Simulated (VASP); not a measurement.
MnS:

```xyz
2
Lattice="0.0000 2.4824 2.4824 2.4824 0.0000 2.4824 2.4824 2.4824 0.0000" Properties=species:S:1:pos:R:3 pbc="T T T"
Mn    0.0000    0.0000    0.0000
S     3.7236    3.7236    3.7236
```

Base run:

* Program: VASP 6.6.1
* Functional: PBEsol
* Potentials or basis: VASP PAW PBE potentials, release 64 (Mn_pv, S)
* Cutoff: 520 eV
* k mesh: 16 × 16 × 16
* Occupations: gaussian, width 0.15 eV
* Spin: collinear spin, ferromagnetic start
* Starting moments: [3.062, 0.0] μB
* Fixed moment: 3.0625 μB

Its results: pressure 16.9 GPa; site moments Mn +2.84; S -0.02 μB.

Task: The run is repeated on the same cell with these changes: fixed moment from 3.0625 μB to 2.1875 μB; moments at the start from [3.06, 0.0] to [2.19, 0.0]. What comes out?

Result: Pressure 7.3 GPa; site moments Mn +2.10; S -0.05 μB.

Caveats: the cell stands under pressure; the PAW data sets were made with another functional, which shifts forces and pressure a little; the total moment is fixed, so each spin has its own Fermi level; a cell with one magnetic atom can't hold antiferromagnetic order, which such compounds often take.
